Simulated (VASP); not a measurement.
GeCl2: single point with PBE

The system is GeCl2.

```xyz
3
Lattice="0.0000 3.3142 3.3142 3.3142 0.0000 3.3142 3.3142 3.3142 0.0000" Properties=species:S:1:pos:R:3 pbc="T T T"
Ge    0.0000    0.0000    0.0000
Cl    1.6571    1.6571    1.6571
Cl    4.9712    4.9712    4.9712
```

The cell was generated, and may not be a known phase.

```
Program             : VASP 6.6.1
Task                : single point
Functional          : PBE
Potentials or basis : VASP PAW PBE potentials, release 64 (Ge_d, Cl)
Cutoff              : 520 eV
k mesh              : 6 × 6 × 6
Occupations         : gaussian, width 0.1 eV
Spin                : no spin polarisation
```

The pressure is -0.3 GPa. The band gap on the k mesh is 2.68 eV (least direct gap 3.07 eV).

Levels at points of the mesh, in eV from the valence-band top:
```csv
k point,band 12,band 13,band 14,band 15,band 16,band 17
"(0.00, 0.00, 0.00)",-1.27,-1.27,-1.27,2.91,2.91,2.91
"(0.50, 0.00, 0.00)",-1.82,-1.82,0.00,4.25,4.25,4.74
"(0.50, 0.50, 0.00)",-0.47,-0.47,-0.14,2.93,5.19,5.19
```

It took 16 s on 1 thread of Intel(R) Xeon(R) Platinum 8488C (Sapphire Rapids), with other jobs on the host, peak memory 0.2 GiB.

A k mesh can miss the band edges.
